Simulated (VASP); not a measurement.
# LiCl (Fm-3m) in VASP: further runs

LiCl is run at these levels: PBEsol, PBE, LDA; tasks: single point.

Everything below comes from runs of VASP 6.6.1. Logs are shortened: lines on timing, memory, paths and dates and some standing lists are left out, and cuts for length are marked.

**1. The cell of the first run**

It takes space group Fm-3m (No. 225, cubic). Conventional cell: a = 5.064 Å, b = 5.064 Å, c = 5.064 Å, α = 90.00°, β = 90.00°, γ = 90.00°. Within 3.3 Å of Li (site symmetry m-3m) lie 6 Cl at 2.53 Å. Cl (site symmetry m-3m) has 6 Li at 2.53 Å within 3.3 Å.

**2. Single point, PBEsol**

Input file INCAR:

```
SYSTEM = LiCl
ALGO = Normal ; EDIFF = 1E-7
ENCUT = 520 ; GGA = PS
ISIF = 2 ; ISMEAR = -1
LASPH = .TRUE. ; LCHARG = .FALSE.
LREAL = .FALSE. ; LWAVE = .FALSE.
NBANDS = 12 ; NELM = 80
PREC = Accurate ; SIGMA = 0.02
```

Input file KPOINTS:

```
k-points
0
G
  8 8 8
  0 0 0
```

Input file POSCAR:

```
LiCl
1.0
    0.0000000000      2.5321670974      2.5321670974
    2.5321670974      0.0000000000      2.5321670974
    2.5321670974      2.5321670974      0.0000000000
Li Cl
1 1
Direct
    0.0000000000      0.0000000000      0.0000000000
    0.5000000000      0.5000000000      0.5000000000
```

Potentials or basis: VASP PAW PBE potentials, release 64 (Li_sv, Cl).

On the command line:

```
$ cat potpaw_PBE.64/Li_sv/POTCAR potpaw_PBE.64/Cl/POTCAR > POTCAR
$ mpirun -np 1 vasp_std > vasp.out
```

OUTCAR:

```text
SYSTEM = LiCl
   EDIFF = 1E-7
   ENCUT = 520
   GGA = PS
   ISIF = 2
   ISMEAR = -1
   LASPH = .TRUE.
   LREAL = .FALSE.
   NELM = 80
   PREC = Accurate

 ion  position               nearest neighbor table
   1  0.000  0.000  0.000-   2 2.53   2 2.53   2 2.53   2 2.53   2 2.53   2 2.53
   2  0.500  0.500  0.500-   1 2.53   1 2.53   1 2.53   1 2.53   1 2.53   1 2.53

  LATTYP: Found a face centered cubic cell.
 ALAT       =     5.0643341948

  Lattice vectors:

 A1 = (   0.0000000000,   2.5321670974,   2.5321670974)
 A2 = (   2.5321670974,   0.0000000000,   2.5321670974)
 A3 = (   2.5321670974,   2.5321670974,   0.0000000000)

Analysis of symmetry for initial positions (statically):
=====================================================================
 Subroutine PRICEL returns:
 Original cell was already a primitive cell.

 Routine SETGRP: Setting up the symmetry group for a
 face centered cubic supercell.

 Subroutine GETGRP returns: Found 48 space group operations
 (whereof 48 operations were pure point group operations)
 out of a pool of 48 trial point group operations.

The static configuration has the point symmetry O_h .

Analysis of symmetry for dynamics (positions and initial velocities):
=====================================================================
 Subroutine PRICEL returns:
 Original cell was already a primitive cell.

 Routine SETGRP: Setting up the symmetry group for a
 face centered cubic supercell.

 Subroutine GETGRP returns: Found 48 space group operations
 (whereof 48 operations were pure point group operations)
 out of a pool of 48 trial point group operations.

The dynamic configuration has the point symmetry O_h .

 Subroutine INISYM returns: Found 48 space group operations
 (whereof 48 operations are pure point group operations),
 and found     1 'primitive' translations

----------------------------------------------------------------------------------------

                                     Primitive cell

  volume of cell :      32.4719

  direct lattice vectors                    reciprocal lattice vectors
     0.000000000  2.532167097  2.532167097    -0.197459323  0.197459323  0.197459323
     2.532167097  0.000000000  2.532167097     0.197459323 -0.197459323  0.197459323
     2.532167097  2.532167097  0.000000000     0.197459323  0.197459323 -0.197459323

  length of vectors
     3.581025051  3.581025051  3.581025051     0.342009579  0.342009579  0.342009579

  position of ions in fractional coordinates (direct lattice)
     0.000000000  0.000000000  0.000000000
     0.500000000  0.500000000  0.500000000

  ion indices of the primitive-cell ions
   primitive index   ion index
                 1           1
                 2           2

----------------------------------------------------------------------------------------

 KPOINTS: k-points

Automatic generation of k-mesh.
 Grid dimensions read from file:
 generate k-points for:    8    8    8

 Generating k-lattice:

  Cartesian coordinates                     Fractional coordinates (reciprocal lattice)
    -0.024682415  0.024682415  0.024682415     0.125000000  0.000000000  0.000000000
     0.024682415 -0.024682415  0.024682415     0.000000000  0.125000000  0.000000000
     0.024682415  0.024682415 -0.024682415     0.000000000  0.000000000  0.125000000

  Length of vectors
     0.042751197  0.042751197  0.042751197

  Shift w.r.t. Gamma in fractional coordinates (k-lattice)
     0.000000000  0.000000000  0.000000000

 Subroutine IBZKPT returns following result:
 ===========================================

 Found     29 irreducible k-points:

 Following reciprocal coordinates:
            Coordinates               Weight
  0.000000  0.000000  0.000000      1.000000
  0.125000  0.000000  0.000000      8.000000
  0.250000  0.000000  0.000000      8.000000
  0.375000  0.000000  0.000000      8.000000
  0.500000  0.000000  0.000000      4.000000
  0.125000  0.125000  0.000000      6.000000
[... 16 lines left out ...]
  0.500000  0.250000  0.125000     48.000000
 -0.375000  0.250000  0.125000     24.000000
 [... further k-points ...]
   k-points           NKPTS =     29   k-points in BZ     NKDIM =     29   number of bands    NBANDS=     12
   number of dos      NEDOS =    301   number of ions     NIONS =      2
   total plane-waves  NPLWV =  21952
   dimension x,y,z NGX =    28 NGY =   28 NGZ =   28
   dimension x,y,z NGXF=    56 NGYF=   56 NGZF=   56
   ions per type =               1   1
   NGX,Y,Z   is equivalent  to a cutoff of  13.00, 13.00, 13.00 a.u.
   NGXF,Y,Z  is equivalent  to a cutoff of  26.00, 26.00, 26.00 a.u.
 SYSTEM =  LiCl
   PREC   = accura    normal or accurate (medium, high low for compatibility)
   ISTART =      0    job   : 0-new  1-cont  2-samecut
   ICHARG =      2    charge: 1-file 2-atom 10-const
   ISPIN  =      1    spin polarized calculation?
   LNONCOLLINEAR =      F non collinear calculations
   LSORBIT =      F    spin-orbit coupling
   LASPH  =      T    aspherical Exc in radial PAW
   ENCUT  =  520.0 eV  38.22 Ry    6.18 a.u.   6.66  6.66  6.66*2*pi/ulx,y,z
   NELM   =     80;   NELMIN=  2; NELMDL= -5     # of ELM steps
   EDIFF  = 0.1E-06   stopping-criterion for ELM
   LREAL  =      F    real-space projection
   EDIFFG = 0.1E-05   stopping-criterion for IOM
   NSW    =      0    number of steps for IOM
   IBRION =     -1    ionic relax: 0-MD 1-quasi-New 2-CG
   NFREE  =      0    steps in history (QN), initial steepest desc. (CG)
   ISIF   =      2    stress and relaxation
   ISYM   =      2    0-nonsym 1-usesym 2-fastsym
   POTIM  = 0.5000    time-step for ionic-motion
   TEBEG  =    0.0;   TEEND  =   0.0 temperature during run
   PSTRESS=    0.0 pullay stress
   NELECT =      10.0000    total number of electrons
   NUPDOWN=      -1.0000    fix difference up-down
   EMIN   =  10.00;   EMAX   =-10.00  energy-range for DOS
   EFERMI =   0.00;   METHOD = LEGACY
   ISMEAR =    -1;   SIGMA  =   0.02  broadening in eV -4-tet -1-fermi 0-gaus
   EFERMI_NEDOS =   21; number of points for ismear=-14 and -15
   IALGO  =     38    algorithm
   IMIX   =      4    mixing-type and parameters
     AMIX     =   0.40;   BMIX     =  1.00
     AMIX_MAG =   1.60;   BMIX_MAG =  1.00
  volume/ion in A,a.u.               =      16.24       109.57
  Fermi-wavevector in a.u.,A,eV,Ry     =   1.105535  2.089158 16.629142  1.222207
  Thomas-Fermi vector in A             =   2.242023
   LORBIT       =      0    0 simple, 1 ext, 2 COOP (PROOUT), +10 PAW based schemes
   GGA     = PS    functional components
   LHFCALC =     F    Hartree Fock is set to
   AEXX    =    0.0000 exact exchange contribution
   IVDW    =     0    specifies the selected vdW correction
   LEPSILON=     F    determine dielectric tensor
   LRPA    =     F    only Hartree local field effects (RPA)
 non-spin polarized calculation
  energy-cutoff  :      520.00
  volume of cell :       32.47
 maximum number of plane-waves:       893
   NGX = 13   NGY = 13   NGZ = 13

 number of electron      10.0000000 magnetization

 number of electron       9.9999997 magnetization

 Free energy of the ion-electron system (eV)
  ---------------------------------------------------
  ext. energy  EPLUGINS =         0.00000000
  ---------------------------------------------------
  free energy    TOTEN  =        -7.63913792 eV

  energy without entropy =       -7.63913792  energy(sigma->0) =       -7.63913792

 E-fermi :   1.3700     XC(G=0):  -9.0784

 val. band max:        0.8298999841   @ k =   0.0000   0.0000   0.0000
 cond. band min:       7.1895641271   @ k =   0.0000   0.0000   0.0000
 fundamental gap:      6.3596641430
 Fermi energy:         1.3699551416

 k-point     1 :       0.0000    0.0000    0.0000
  band No.  band energies     occupation
      1     -41.9237      2.00000
      2     -12.7032      2.00000
      3       0.8299      2.00000
      4       0.8299      2.00000
      5       0.8299      2.00000
      6       7.1896      0.00000
      7      12.6721      0.00000
      8      12.6721      0.00000
      9      12.6721      0.00000
     10      15.4678      0.00000
     11      15.4679      0.00000
     12      15.4939      0.00000

 k-point     2 :       0.1250    0.0000    0.0000
  band No.  band energies     occupation
      1     -41.9232      2.00000
      2     -12.6199      2.00000
      3       0.2600      2.00000
      4       0.7848      2.00000
      5       0.7848      2.00000
      6       7.6593      0.00000
      7      11.8824      0.00000
      8      12.6056      0.00000
      9      12.6056      0.00000
     10      13.9331      0.00000
     11      13.9331      0.00000
     12      15.9159      0.00000

 k-point     3 :       0.2500    0.0000    0.0000
  band No.  band energies     occupation
      1     -41.9218      2.00000
      2     -12.4066      2.00000
      3      -0.8747      2.00000
      4       0.6821      2.00000
      5       0.6821      2.00000
      6       8.0045      0.00000
      7      11.4654      0.00000
      8      11.4654      0.00000
      9      11.8267      0.00000
     10      14.7830      0.00000
     11      14.7830      0.00000
     12      16.4880      0.00000
[... 286 lines left out ...]
 k-point    23 :       0.5000    0.2500    0.1250
  band No.  band energies     occupation
      1     -41.9198      2.00000
      2     -12.0279      2.00000
      3      -1.6688      2.00000
      4      -0.4946      2.00000
      5       0.2932      2.00000
      6       9.1534      0.00000
      7      10.1557      0.00000
      8      11.1491      0.00000
      9      12.2953      0.00000
     10      15.3223      0.00000
     11      18.5034      0.00000
     12      18.9016      0.00000

 k-point    24 :      -0.3750    0.2500    0.1250
  band No.  band energies     occupation
      1     -41.9194      2.00000
      2     -11.9387      2.00000
      3      -1.9215      2.00000
      4      -0.5989      2.00000
      5       0.1976      2.00000
      6       8.9514      0.00000
      7      10.1039      0.00000
      8      11.3634      0.00000
      9      12.6952      0.00000
     10      16.4311      0.00000
     11      17.1195      0.00000
     12      19.2342      0.00000

 [... further k-points ...]

------------------------ aborting loop because EDIFF is reached ----------------------------------------

  FORCE on cell =-STRESS in cart. coord.  units (eV):
  Direction    XX          YY          ZZ          XY          YZ          ZX
  --------------------------------------------------------------------------------------
  -------------------------------------------------------------------------------------
  Total       -0.0158868     -0.0158868     -0.0158868      0.0000000     -0.0000000      0.0000000
  in kB       -0.7838631     -0.7838631     -0.7838631      0.0000000     -0.0000000      0.0000000
  external PRESSURE =      -0.7838631 kB  Pullay stress =       0.0000000 kB

 VOLUME and BASIS-vectors are now :
 -----------------------------------------------------------------------------
  energy-cutoff  :      520.00
  volume of cell :       32.47
      direct lattice vectors                 reciprocal lattice vectors
     0.000000000  2.532167097  2.532167097    -0.197459323  0.197459323  0.197459323
     2.532167097  0.000000000  2.532167097     0.197459323 -0.197459323  0.197459323
     2.532167097  2.532167097  0.000000000     0.197459323  0.197459323 -0.197459323

 POSITION                                       TOTAL-FORCE (eV/Angst)
 -----------------------------------------------------------------------------------
      0.00000      0.00000      0.00000        -0.000000     -0.000000     -0.000000
      2.53217      2.53217      2.53217         0.000000      0.000000      0.000000
 -----------------------------------------------------------------------------------
    total drift:                                0.000000      0.000000      0.000000

  FREE ENERGIE OF THE ION-ELECTRON SYSTEM (eV)
  ---------------------------------------------------
  free  energy   TOTEN  =        -7.6391379194 eV

  energy  without entropy=       -7.6391379194  energy(sigma->0) =       -7.63913792
```

Run time: 11 s. Hardware: 1 thread of Intel Xeon 8259CL, shared host; peak memory 0.15 GiB.

What came out:

* Free energy: -7.6391 eV
* Band gap on the k mesh: 6.36 eV

Caveat: the cutoff is under 1.25 times the usual one of these potentials, so pressure, stress and relaxed cells hold a basis-set (Pulay) error; the PAW data sets were made with another functional, which shifts forces and pressure a little. A k mesh can miss the band edges.

**3. Single point, PBE**

This run uses another cell than the first one, of 17.07 Å³/atom.

Input file INCAR:

```
PREC     = Accurate       # precision mode
ENCUT    = 520            # plane-wave cutoff, eV
EDIFF    = 1E-7           # SCF threshold, eV
ISMEAR   = -1             # smearing method
SIGMA    = 0.02           # smearing width, eV
LREAL    = F              # projectors in reciprocal space
LASPH    = T              # aspherical terms in the spheres
NELM     = 60             # most SCF steps
ALGO     = Normal         # electronic algorithm
ISIF     = 2              # what is computed and relaxed
LWAVE    = F              # write WAVECAR
LCHARG   = F              # write CHGCAR
GGA      = PE             # functional
NBANDS   = 12             # bands
```

Input file KPOINTS:

```
Automatic mesh
0
Gamma
  8 8 8
```

Input file POSCAR:

```
LiCl
1.0
    0.0000000000      2.5745971564      2.5745971564
    2.5745971564      0.0000000000      2.5745971564
    2.5745971564      2.5745971564      0.0000000000
Li Cl
1 1
Direct
    0.0000000000      0.0000000000      0.0000000000
    0.5000000000      0.5000000000      0.5000000000
```

Potentials or basis: VASP PAW PBE potentials, release 64 (Li_sv, Cl).

On the command line:

```
$ cat potpaw_PBE.64/Li_sv/POTCAR potpaw_PBE.64/Cl/POTCAR > POTCAR
$ mpirun -np 1 vasp_std > vasp.out
```

OUTCAR:

```text
PREC = Accurate
   ENCUT = 520
   EDIFF = 1E-7
   ISMEAR = -1
   LREAL = F
   LASPH = T
   NELM = 60
   ISIF = 2
   GGA = PE

 ion  position               nearest neighbor table
   1  0.000  0.000  0.000-   2 2.57   2 2.57   2 2.57   2 2.57   2 2.57   2 2.57
   2  0.500  0.500  0.500-   1 2.57   1 2.57   1 2.57   1 2.57   1 2.57   1 2.57

  LATTYP: Found a face centered cubic cell.
 ALAT       =     5.1491943128

  Lattice vectors:

 A1 = (   0.0000000000,   2.5745971564,   2.5745971564)
 A2 = (   2.5745971564,   0.0000000000,   2.5745971564)
 A3 = (   2.5745971564,   2.5745971564,   0.0000000000)

Analysis of symmetry for initial positions (statically):
=====================================================================
 Subroutine PRICEL returns:
 Original cell was already a primitive cell.

 Routine SETGRP: Setting up the symmetry group for a
 face centered cubic supercell.

 Subroutine GETGRP returns: Found 48 space group operations
 (whereof 48 operations were pure point group operations)
 out of a pool of 48 trial point group operations.

The static configuration has the point symmetry O_h .

Analysis of symmetry for dynamics (positions and initial velocities):
=====================================================================
 Subroutine PRICEL returns:
 Original cell was already a primitive cell.

 Routine SETGRP: Setting up the symmetry group for a
 face centered cubic supercell.

 Subroutine GETGRP returns: Found 48 space group operations
 (whereof 48 operations were pure point group operations)
 out of a pool of 48 trial point group operations.

The dynamic configuration has the point symmetry O_h .

 Subroutine INISYM returns: Found 48 space group operations
 (whereof 48 operations are pure point group operations),
 and found     1 'primitive' translations

----------------------------------------------------------------------------------------

                                     Primitive cell

[... 117 lines left out ...]
   AEXX    =    0.0000 exact exchange contribution
   IVDW    =     0    specifies the selected vdW correction
   LEPSILON=     F    determine dielectric tensor
   LRPA    =     F    only Hartree local field effects (RPA)
 non-spin polarized calculation
  energy-cutoff  :      520.00
  volume of cell :       34.13
 maximum number of plane-waves:       941
   NGX = 13   NGY = 13   NGZ = 13

 number of electron      10.0000008 magnetization

 Free energy of the ion-electron system (eV)
  ---------------------------------------------------
  ext. energy  EPLUGINS =         0.00000000
  ---------------------------------------------------
  free energy    TOTEN  =        -7.38622557 eV

  energy without entropy =       -7.38622557  energy(sigma->0) =       -7.38622557

 E-fermi :   1.0193     XC(G=0):  -8.6813

 val. band max:        0.4941089344   @ k =   0.0000   0.0000   0.0000
 cond. band min:       6.7686798189   @ k =   0.0000   0.0000   0.0000
 fundamental gap:      6.2745708845
 Fermi energy:         1.0192972590

 k-point     1 :       0.0000    0.0000    0.0000
  band No.  band energies     occupation
      1     -43.0489      2.00000
      2     -12.8626      2.00000
      3       0.4941      2.00000
      4       0.4941      2.00000
      5       0.4941      2.00000
      6       6.7687      0.00000
      7      12.4225      0.00000
      8      12.4225      0.00000
      9      12.4225      0.00000
     10      14.9531      0.00000
     11      14.9532      0.00000
     12      14.9532      0.00000
[... 331 lines left out ...]
 k-point    24 :      -0.3750    0.2500    0.1250
  band No.  band energies     occupation
      1     -43.0459      2.00000
      2     -12.1975      2.00000
      3      -2.0033      2.00000
      4      -0.7829      2.00000
      5      -0.0721      2.00000
      6       8.6833      0.00000
      7       9.8011      0.00000
      8      11.0155      0.00000
      9      12.1765      0.00000
     10      15.9731      0.00000
     11      16.5453      0.00000
     12      18.6056      0.00000

 [... further k-points ...]

------------------------ aborting loop because EDIFF is reached ----------------------------------------

  FORCE on cell =-STRESS in cart. coord.  units (eV):
  Direction    XX          YY          ZZ          XY          YZ          ZX
  --------------------------------------------------------------------------------------
  -------------------------------------------------------------------------------------
  Total       -0.0181902     -0.0181902     -0.0181902     -0.0000000      0.0000000      0.0000000
  in kB       -0.8538672     -0.8538672     -0.8538672     -0.0000000      0.0000000      0.0000000
  external PRESSURE =      -0.8538672 kB  Pullay stress =       0.0000000 kB

 VOLUME and BASIS-vectors are now :
 -----------------------------------------------------------------------------
  energy-cutoff  :      520.00
  volume of cell :       34.13
      direct lattice vectors                 reciprocal lattice vectors
     0.000000000  2.574597156  2.574597156    -0.194205140  0.194205140  0.194205140
     2.574597156  0.000000000  2.574597156     0.194205140 -0.194205140  0.194205140
     2.574597156  2.574597156  0.000000000     0.194205140  0.194205140 -0.194205140

 POSITION                                       TOTAL-FORCE (eV/Angst)
 -----------------------------------------------------------------------------------
      0.00000      0.00000      0.00000         0.000000      0.000000      0.000000
      2.57460      2.57460      2.57460        -0.000000     -0.000000     -0.000000
 -----------------------------------------------------------------------------------
    total drift:                                0.000000      0.000000      0.000000

  FREE ENERGIE OF THE ION-ELECTRON SYSTEM (eV)
  ---------------------------------------------------
  free  energy   TOTEN  =        -7.3862255719 eV

  energy  without entropy=       -7.3862255719  energy(sigma->0) =       -7.38622557
```

stdout:

```text
POSCAR found type information on POSCAR LiCl
 POSCAR found :  2 types and       2 ions
 scaLAPACK will be used
 LDA part: xc-table for (Slater+PW92), standard interpolation
 POSCAR, INCAR and KPOINTS ok, starting setup
 FFT: planning ... GRIDC
 FFT: planning ... GRID_SOFT
 FFT: planning ... GRID
 WAVECAR not read
 entering main loop
```

It took 17 s on 1 thread of Intel Xeon 8259CL, shared host; peak memory 0.15 GiB.

Results:

| Property | Result |
| --- | --- |
| Free energy | -7.3862 eV |
| Band gap on the k mesh | 6.27 eV |

Caveat: the cutoff is under 1.25 times the usual one of these potentials, so pressure, stress and relaxed cells hold a basis-set (Pulay) error. A k mesh can miss the band edges.

(Part 1 of 2 ends here.)
